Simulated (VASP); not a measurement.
Input of a VASP 6.6.1 run:

The input POSCAR:

```
BN
1.0
    0.0000000000      1.8130010000      1.8130010000
    1.8130010000      0.0000000000      1.8130010000
    1.8130010000      1.8130010000      0.0000000000
N B
1 1
Direct
    0.2500000000      0.2500000000      0.2500000000
    0.0000000000      0.0000000000      0.0000000000
```

Contents of INCAR.step1:

```
  PREC = Accurate
  ENCUT = 520
  EDIFF = 1E-5
  ISMEAR = -1
  SIGMA = 0.05
  LREAL = False
  LASPH = True
  NELM = 60
  ALGO = Normal
  ISIF = 2
  LWAVE = True
  LCHARG = False
  NBANDS = 11
  GGA = PE
```

The input INCAR.step2:

```
  PREC = Accurate
  ENCUT = 520
  EDIFF = 1E-6
  ISMEAR = -1
  SIGMA = 0.05
  LREAL = False
  LASPH = True
  NELM = 60
  ALGO = Normal
  ISIF = 2
  LWAVE = False
  LCHARG = False
  GGA = PE
  LHFCALC = True
  AEXX = 0.25
  PRECFOCK = Normal
  NBANDS = 11
  ISTART = 1
```

The input KPOINTS:

```
regular mesh
0
Gamma
  10 10 10
```

Potentials or basis: VASP PAW PBE potentials, release 64 (N, B).

Launch:

```console
$ cat potpaw_PBE.64/N/POTCAR potpaw_PBE.64/B/POTCAR > POTCAR
$ cp INCAR.step1 INCAR
$ mpirun -np 1 vasp_std > vasp.out
$ cp INCAR.step2 INCAR
$ mpirun -np 1 vasp_std > vasp.out
```

Question: Estimate the band gap on the k mesh.

Answer: 6.53 eV (least direct gap 11.27 eV).

Question: Estimate the pressure.

Answer: -9.0 GPa.

Caveat: the cell stands under tension; the PAW data sets were made with another functional, which shifts forces and pressure a little. A k mesh can miss the band edges.
